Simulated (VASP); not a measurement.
Set up this calculation in VASP 6.6.1, as the native input.

```
Task                   : single point
Functional             : PBEsol
Potentials or basis    : VASP PAW PBE potentials, release 64 (In_d, Sb)
Cutoff                 : 520 eV
k mesh                 : 8 × 8 × 8
Occupations            : gaussian, width 0.05 eV
Spin                   : no spin polarisation
Dipole correction      : no
Further INCAR settings : ALGO = Normal; EDIFF = 1e-06; NBANDS = 16
```

The structure of InSb lies in POSCAR:

```
InSb
1.0
    0.0000000000      3.2498612086      3.2498612086
    3.2498612086      0.0000000000      3.2498612086
    3.2498612086      3.2498612086      0.0000000000
In Sb
1 1
Direct
    0.0000000000      0.0000000000      0.0000000000
    0.7500000000      0.7500000000      0.7500000000
```

The input as run:

INCAR

```
PREC = Accurate
ENCUT = 520
EDIFF = 1E-6
ISMEAR = 0
SIGMA = 0.05
LREAL = False
LASPH = True
NELM = 80
ALGO = Normal
ISIF = 2
LWAVE = False
LCHARG = True
GGA = PS
LELF = True
LVHAR = True
NBANDS = 16
```

KPOINTS

```
regular mesh
0
Gamma
  8 8 8
```

Potentials or basis: VASP PAW PBE potentials, release 64 (In_d, Sb).

Launch:

```bash
$ cat potpaw_PBE.64/In_d/POTCAR potpaw_PBE.64/Sb/POTCAR > POTCAR
$ mpirun -np 1 vasp_std > vasp.out
```

It gave:

```yaml
Pressure: 0.4 GPa
Band_gap_on_the_k_mesh: zero (filled and empty bands touch)
```

Caveat: semilocal functionals underestimate gaps, so a narrow gap can read as zero; the PAW data sets were made with another functional, which shifts forces and pressure a little; spin-orbit coupling is left out, which moves the levels of the heavy elements.

It took 38 s on 1 thread of Intel Xeon 8259CL, on a shared host, peak memory 0.22 GiB.
